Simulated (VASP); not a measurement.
# TiAl (P1) in VASP: a series of runs

The runs below take TiAl through single point, with PBE.

All numbers are computed with VASP 6.6.1; they aren't measurements. Logs are shortened: lines on timing, memory, paths and dates and some standing lists are left out, and cuts for length are marked.

### 1 The cell of the first run

The typed cell holds 16 atoms: a = 6.442 Å, b = 6.442 Å, c = 6.442 Å, α = 90.00°, β = 90.00°, γ = 90.00°.

### 2 Single point, PBE (dynamics (nvt langevin) at 1200 K, volume x 1.04, from the last frame before)

INCAR

```
PREC = Accurate ; ENCUT = 520
EDIFF = 1E-6 ; ISMEAR = -1
SIGMA = 0.1034 ; LREAL = Auto
LASPH = True ; NELM = 100
ALGO = Normal ; ISIF = 2
LWAVE = False ; LCHARG = False
GGA = PE ; NBANDS = 74
```

KPOINTS

```
Automatic mesh
0
Gamma
  2 2 2
  0.5 0.5 0.5
```

POSCAR

```
TiAl
1.0
    0.0000000000      0.0000000000      6.4417971739
    6.4417971739      0.0000000000      0.0000000000
    0.0000000000      6.4417971739      0.0000000000
Ti Al
8 8
Direct
   -0.0073288554      0.0432950608      0.0016335503
    0.5364681481      0.0129207732      0.0321872910
    0.0667580783     -0.0157126959      0.5137181303
    0.5099179486      0.0140106864      0.5166932317
   -0.0324769617      0.4813534044      0.0182399409
    0.5389193274      0.4931300869      0.0742288196
    0.0045030912      0.5374126050      0.5493934231
    0.5047869270      0.5556454051      0.5513993850
    0.2422181199      0.2251371723      0.2584947888
    0.8055269143      0.2547587196      0.3098242534
    0.2545243130      0.2864683488      0.7781455803
    0.7913499700      0.2612385883      0.7401906442
    0.2510755859      0.7579072840      0.2353675471
    0.8084986005      0.7672736143      0.2474453878
    0.2083704227      0.7414351727      0.8204128223
    0.7869971474      0.7732702328      0.7425943213
```

Potentials or basis: VASP PAW PBE potentials, release 64 (Ti_sv, Al).

Run with:

```
cat potpaw_PBE.64/Ti_sv/POTCAR potpaw_PBE.64/Al/POTCAR > POTCAR
mpirun -np 1 vasp_std > vasp.out
```

OUTCAR:

```text
PREC = Accurate
   ENCUT = 520
   EDIFF = 1E-6
   ISMEAR = -1
   LREAL = Auto
   LASPH = True
   NELM = 100
   ISIF = 2
   GGA = PE

 ion  position               nearest neighbor table
   1  0.993  0.043  0.002-  12 2.55   9 2.59  15 2.66  14 2.66  10 2.69  11 2.72  16 2.75   5 2.83
                            13 2.90
   2  0.536  0.013  0.032-  14 2.74   9 2.75  13 2.79  16 2.91  10 2.94  12 2.97  11 3.01  15 3.06

   3  0.067  0.984  0.514-   9 2.53  13 2.60  15 2.68  16 2.70  10 2.76  14 2.77  11 2.86   4 2.86
                            12 2.91   7 2.92
   4  0.510  0.014  0.517-   9 2.75  16 2.78  10 2.79  12 2.81   3 2.86  11 2.94  13 2.96  14 3.04

   5  0.968  0.481  0.018-  12 2.55  14 2.57  10 2.60  15 2.61  11 2.72   6 2.79   1 2.83  16 2.84
                             9 2.87  13 2.91
   6  0.539  0.493  0.074-  14 2.72  13 2.72  10 2.76   5 2.79   9 2.84  11 2.96  12 3.08  15 3.13

   7  0.005  0.537  0.549-  16 2.41  15 2.55  12 2.56  10 2.71  11 2.72  14 2.75   3 2.92  13 2.94

   8  0.505  0.556  0.551-  16 2.61  11 2.78  15 2.84  12 2.91  13 2.92  14 3.09
   9  0.242  0.225  0.258-   3 2.53   1 2.59   2 2.75   4 2.75   6 2.84  10 2.84   5 2.87  13 3.01
                            11 3.12
  10  0.806  0.255  0.310-   5 2.60   1 2.69   7 2.71   3 2.76   6 2.76  12 2.77   4 2.79   9 2.84
                             2 2.94  14 3.17  14 3.33
  11  0.255  0.286  0.778-   1 2.72   7 2.72   5 2.72   8 2.78   3 2.86   4 2.94  15 2.96   6 2.96
                            12 3.00   2 3.01   9 3.12
  12  0.791  0.261  0.740-   1 2.55   5 2.55   7 2.56  10 2.77   4 2.81   3 2.91   8 2.91   2 2.97
                            11 3.00   6 3.08  16 3.14  16 3.30
  13  0.251  0.758  0.235-   3 2.60  15 2.69   6 2.72   2 2.79  14 2.85   1 2.90   5 2.91   8 2.92
                             7 2.94   4 2.96   9 3.01
  14  0.808  0.767  0.247-   5 2.57   1 2.66   6 2.72   2 2.74   7 2.75   3 2.77  13 2.85   4 3.04
                             8 3.09  10 3.17  16 3.19  16 3.26  10 3.33
  15  0.208  0.741  0.820-   7 2.55   5 2.61   1 2.66   3 2.68  13 2.69  16 2.77   8 2.84  11 2.96
                             2 3.06   6 3.13
  16  0.787  0.773  0.743-   7 2.41   8 2.61   3 2.70   1 2.75  15 2.77   4 2.78   5 2.84   2 2.91
                            12 3.14  14 3.19  14 3.26  12 3.30

  LATTYP: Found a simple cubic cell.
 ALAT       =     6.4417971739

  Lattice vectors:

 A1 = (   0.0000000000,   0.0000000000,   6.4417971739)
 A2 = (   6.4417971739,   0.0000000000,   0.0000000000)
 A3 = (   0.0000000000,   6.4417971739,   0.0000000000)

Analysis of symmetry for initial positions (statically):
=====================================================================
 Subroutine PRICEL returns:
 Original cell was already a primitive cell.

 Routine SETGRP: Setting up the symmetry group for a
[... 132 lines left out ...]
   NFREE  =      0    steps in history (QN), initial steepest desc. (CG)
   ISIF   =      2    stress and relaxation
   ISYM   =      2    0-nonsym 1-usesym 2-fastsym
   POTIM  = 0.5000    time-step for ionic-motion
   TEBEG  =    0.0;   TEEND  =   0.0 temperature during run
   PSTRESS=    0.0 pullay stress
   NELECT =     120.0000    total number of electrons
   NUPDOWN=      -1.0000    fix difference up-down
   EMIN   =  10.00;   EMAX   =-10.00  energy-range for DOS
   EFERMI =   0.00;   METHOD = LEGACY
   ISMEAR =    -1;   SIGMA  =   0.10  broadening in eV -4-tet -1-fermi 0-gaus
   EFERMI_NEDOS =   21; number of points for ismear=-14 and -15
   IALGO  =     38    algorithm
   IMIX   =      4    mixing-type and parameters
     AMIX     =   0.40;   BMIX     =  1.00
     AMIX_MAG =   1.60;   BMIX_MAG =  1.00
  volume/ion in A,a.u.               =      16.71       112.75
  Fermi-wavevector in a.u.,A,eV,Ry     =   1.253511  2.368793 21.378701  1.571290
  Thomas-Fermi vector in A             =   2.387360
   LORBIT       =      0    0 simple, 1 ext, 2 COOP (PROOUT), +10 PAW based schemes
   GGA     = PE    functional components
[... 5 lines left out ...]
 non-spin polarized calculation
  energy-cutoff  :      520.00
  volume of cell :      267.31
 maximum number of plane-waves:      7199
   NGX = 23   NGY = 23   NGZ = 23

 number of electron     120.0000002 magnetization

 Free energy of the ion-electron system (eV)
  ---------------------------------------------------
  ext. energy  EPLUGINS =         0.00000000
  ---------------------------------------------------
  free energy    TOTEN  =       -94.83922603 eV

  energy without entropy =      -94.19547096  energy(sigma->0) =      -94.51734849

 E-fermi :   8.1718     XC(G=0): -10.8827

 val. band max:        8.1681331037   @ k =   0.2500  -0.2500   0.2500
 cond. band min:       8.1790219163   @ k =  -0.2500   0.2500   0.2500
 fundamental gap:      0.0108888127
 Fermi energy:         8.1717792998

 k-point     1 :       0.2500    0.2500    0.2500
  band No.  band energies     occupation
      1     -48.8128      2.00000
      2     -48.8098      2.00000
      3     -48.7663      2.00000
      4     -48.7351      2.00000
      5     -48.3885      2.00000
      6     -48.3155      2.00000
[... 289 lines left out ...]
     71       9.3301      0.00003
     72       9.4103      0.00001
 [bands above 72 left out]

------------------------ aborting loop because EDIFF is reached ----------------------------------------

  FORCE on cell =-STRESS in cart. coord.  units (eV):
  Direction    XX          YY          ZZ          XY          YZ          ZX
  --------------------------------------------------------------------------------------
  -------------------------------------------------------------------------------------
  Total        1.4738844      4.4003204      0.3683624      0.7890310     -1.7758505      2.6141732
  in kB        8.8339079     26.3738630      2.2078253      4.7291545    -10.6437790     15.6683695
  external PRESSURE =      12.4718654 kB  Pullay stress =       0.0000000 kB

 VOLUME and BASIS-vectors are now :
 -----------------------------------------------------------------------------
  energy-cutoff  :      520.00
  volume of cell :      267.31
      direct lattice vectors                 reciprocal lattice vectors
     0.000000000  0.000000000  6.441797174     0.000000000  0.000000000  0.155236182
     6.441797174  0.000000000  0.000000000     0.155236182  0.000000000  0.000000000
     0.000000000  6.441797174  0.000000000     0.000000000  0.155236182  0.000000000

 POSITION                                       TOTAL-FORCE (eV/Angst)
 -----------------------------------------------------------------------------------
      0.27890      0.01052      6.39459        -0.549914      0.392341      0.087362
      0.08323      0.20734      3.45582         0.247629     -0.893627     -0.113911
      6.34058      3.30927      0.43004         0.086025      1.088721     -0.505421
      0.09025      3.32843      3.28479        -0.318473      0.181136     -0.341307
      3.10078      0.11750      6.23259         0.128931      0.460571      0.782092
      3.17664      0.47817      3.47161        -0.150660     -0.910673     -0.270816
[... 8 lines left out ...]
      4.77618      5.28493      1.34228         0.385246      0.069276      2.024859
      4.98125      4.78364      5.06968         1.258402      1.626513     -1.210320
 -----------------------------------------------------------------------------------
    total drift:                               -0.035204     -0.013429      0.012350

  FREE ENERGIE OF THE ION-ELECTRON SYSTEM (eV)
  ---------------------------------------------------
  free  energy   TOTEN  =       -94.8392260319 eV

  energy  without entropy=      -94.1954709560  energy(sigma->0) =      -94.51734849
```

stdout:

```text
POSCAR found type information on POSCAR TiAl
 POSCAR found :  2 types and      16 ions
 scaLAPACK will be used
 LDA part: xc-table for (Slater+PW92), standard interpolation
 POSCAR, INCAR and KPOINTS ok, starting setup
 FFT: planning ... GRIDC
 FFT: planning ... GRID_SOFT
 FFT: planning ... GRID
 WAVECAR not read
 entering main loop
```

It took 1.9 min on 1 thread of Intel Xeon 6975P-C (Granite Rapids), shared host; peak memory 0.33 GiB.

What came out:

```
Free energy   : -94.8392 eV
Pressure      : 1.2 GPa
Largest force : 3.053 eV/Å
```

Forces on the atoms (eV/Å):
```
Ti  -0.550  0.392  0.087
Ti   0.248 -0.894 -0.114
Ti   0.086  1.089 -0.505
Ti  -0.318  0.181 -0.341
Ti   0.129  0.461  0.782
Ti  -0.151 -0.911 -0.271
Ti  -0.841 -2.439  1.633
Ti  -0.675 -0.892 -0.453
Al   1.732  0.187  0.856
Al  -0.299  0.482 -0.859
Al  -0.466  0.115  0.810
Al  -0.687 -0.664 -1.628
Al  -0.312  0.113 -0.018
Al   0.461  1.082 -0.792
Al   0.385  0.069  2.025
Al   1.258  1.627 -1.210
```

Levels at points of the mesh, in eV from the Fermi level:
```tsv
k point	band 58	band 59	band 60	band 61	band 62	band 63
(0.25, 0.25, 0.25)	-0.23	-0.12	-0.10	0.07	0.20	0.29
```

Caveat: the k points lie up to 0.49 Å⁻¹ apart; forces of over 1 eV/Å act on the atoms, so gaps and moduli don't describe the material at rest.

### 3 Single point, PBE (dynamics (nvt langevin) at 1200 K, volume x 1.04, from the last frame before)

INCAR

```
SYSTEM = TiAl
PREC = Accurate
ENCUT = 520
EDIFF = 1E-6
ISMEAR = -1
SIGMA = 0.1034
LREAL = Auto
LASPH = .TRUE.
NELM = 100
ALGO = Normal
ISIF = 2
LWAVE = .FALSE.
LCHARG = .FALSE.
GGA = PE
NBANDS = 74
```

KPOINTS is that of step 2.

POSCAR

```
TiAl
1.0
    0.0000000000      0.0000000000      6.4417971739
    6.4417971739      0.0000000000      0.0000000000
    0.0000000000      6.4417971739      0.0000000000
Ti Al
8 8
Direct
    0.0204272187      0.0283928530     -0.0647111340
    0.5953462825      0.0170124884      0.0270744321
    0.0656335474      0.0143155703      0.5618390183
    0.5006941251      0.0511369717      0.5084638512
   -0.0263885986      0.5088558226     -0.0038857169
    0.5674798354      0.4973804535      0.0578683231
    0.0933269061      0.5183905842      0.5443690488
    0.5461210443      0.4913397480      0.4747198518
    0.2606420157      0.2554718746      0.2196858985
    0.8640964392      0.1907581016      0.2881326360
    0.3208294121      0.3074266306      0.7849011485
    0.7493736406      0.2977203330      0.7558698091
    0.2650029105      0.7984618052      0.2348183215
    0.8620969972      0.7730226310      0.2964782883
    0.3418150154      0.7613137868      0.8128043865
    0.7320904202      0.7602768091      0.7211321429
```

Potentials or basis: VASP PAW PBE potentials, release 64 (Ti_sv, Al).

Run with:

```
cat potpaw_PBE.64/Ti_sv/POTCAR potpaw_PBE.64/Al/POTCAR > POTCAR
mpirun -np 1 vasp_std > vasp.out
```

OUTCAR:

```text
SYSTEM = TiAl
   PREC = Accurate
   ENCUT = 520
   EDIFF = 1E-6
   ISMEAR = -1
   LREAL = Auto
   LASPH = .TRUE.
   NELM = 100
   ISIF = 2
   GGA = PE

 ion  position               nearest neighbor table
   1  0.020  0.028  0.935-   3 2.42  10 2.70  12 2.72   2 2.80  15 2.81   9 2.81  11 2.81  16 2.89
                            13 2.90  14 3.03
   2  0.595  0.017  0.027-  10 2.66  15 2.70  12 2.70  16 2.72   1 2.80  13 2.88  14 2.90   9 2.92
                            11 3.01
   3  0.066  0.014  0.562-   1 2.42  10 2.47  14 2.66  13 2.83   4 2.83  11 2.89  16 2.89  15 2.90
                             9 2.97  12 3.01
   4  0.501  0.051  0.508-  11 2.69   9 2.75  16 2.76  12 2.76   3 2.83  13 2.84   8 2.86  10 2.88
                            15 2.89
   5  0.974  0.509  0.996-  12 2.52   6 2.65  14 2.67   9 2.86  16 2.86  10 2.87  11 2.92  13 3.06
                            15 3.11
   6  0.567  0.497  0.058-  12 2.61   5 2.65  11 2.67   8 2.69   9 2.72  15 2.74  16 2.95  13 2.98
                            14 3.02  10 3.12
   7  0.093  0.518  0.544-  11 2.53  14 2.73  15 2.83   9 2.90  13 2.91  12 2.96  16 3.02  10 3.06
[... 5 lines left out ...]
  10  0.864  0.191  0.288-   3 2.47   9 2.63   2 2.66  14 2.69   1 2.70   5 2.87   4 2.88   7 3.06
                             8 3.06   6 3.12  12 3.18
[... 216 lines left out ...]
      6     -48.4716      2.00000
[... 289 lines left out ...]
     71       9.3457      0.00001
     72       9.4711      0.00000
 [bands above 72 left out]

------------------------ aborting loop because EDIFF is reached ----------------------------------------

  FORCE on cell =-STRESS in cart. coord.  units (eV):
  Direction    XX          YY          ZZ          XY          YZ          ZX
  --------------------------------------------------------------------------------------
  -------------------------------------------------------------------------------------
  Total       -8.5623477      9.4539794      4.8550882      1.1566326      9.4903671      0.2066594
  in kB      -51.3194867     56.6635912     29.0995699      6.9324200     56.8816850      1.2386384
  external PRESSURE =      11.4812248 kB  Pullay stress =       0.0000000 kB

 VOLUME and BASIS-vectors are now :
 -----------------------------------------------------------------------------
  energy-cutoff  :      520.00
  volume of cell :      267.31
      direct lattice vectors                 reciprocal lattice vectors
     0.000000000  0.000000000  6.441797174     0.000000000  0.000000000  0.155236182
     6.441797174  0.000000000  0.000000000     0.155236182  0.000000000  0.000000000
     0.000000000  6.441797174  0.000000000     0.000000000  0.155236182  0.000000000

 POSITION                                       TOTAL-FORCE (eV/Angst)
 -----------------------------------------------------------------------------------
      0.18290      6.02494      0.13159        -0.633739      1.086013      0.288530
      0.10959      0.17441      3.83510        -0.029986      0.419996     -1.120647
      0.09222      3.61925      0.42280        -0.314132      0.463151      0.779058
      0.32941      3.27542      3.22537        -0.925380     -0.461815      0.877082
      3.27795      6.41677      6.27181         0.659540      0.434779      1.906236
      3.20402      0.37278      3.65559         0.820189      0.622002      0.007508
[... 8 lines left out ...]
      4.90423      5.23592      2.20190        -0.342286     -0.612468     -0.825786
      4.89755      4.64539      4.71598        -0.104022      0.356282      1.322563
 -----------------------------------------------------------------------------------
    total drift:                               -0.025979      0.004835      0.009298

  FREE ENERGIE OF THE ION-ELECTRON SYSTEM (eV)
  ---------------------------------------------------
  free  energy   TOTEN  =       -95.0193555883 eV

  energy  without entropy=      -94.3560803335  energy(sigma->0) =      -94.68771796
```

It took 1.8 min on 1 thread of Intel Xeon 6975P-C (Granite Rapids), shared host; peak memory 0.33 GiB.

What came out:

| Quantity | Value |
| --- | --- |
| Free energy | -95.0194 eV |
| Pressure | 1.1 GPa |
| Largest force | 2.235 eV/Å |
| Band gap on the k mesh | zero (band 60 reaches 8.15 eV, above the bottom of band 61 at 8.12 eV) |

Forces on the atoms (eV/Å):
```
Ti  -0.634  1.086  0.289
Ti  -0.030  0.420 -1.121
Ti  -0.314  0.463  0.779
Ti  -0.925 -0.462  0.877
Ti   0.660  0.435  1.906
Ti   0.820  0.622  0.008
Ti  -0.004 -0.984 -1.166
Ti   0.886 -0.820 -0.570
Al  -0.086  0.201  0.036
Al   1.880 -0.231 -1.185
Al  -0.674  0.962  0.290
Al  -0.858 -1.267  0.275
Al  -0.366  0.024  0.515
Al   0.091 -0.192 -1.428
Al  -0.342 -0.612 -0.826
Al  -0.104  0.356  1.323
```

Levels at points of the mesh, in eV from the Fermi level:
| k point | band 56 | band 57 | band 58 | band 59 | band 60 | band 61 | band 62 | band 63 | band 64 | band 65 |
| --- | --- | --- | --- | --- | --- | --- | --- | --- | --- | --- |
| (0.25, 0.25, 0.25) | -0.48 | -0.39 | -0.25 | -0.15 | -0.07 | 0.01 | 0.08 | 0.19 | 0.43 | 0.59 |

Caveat: the k points lie up to 0.49 Å⁻¹ apart; forces of over 1 eV/Å act on the atoms, so gaps and moduli don't describe the material at rest.

(Continued in part 2 of 2.)
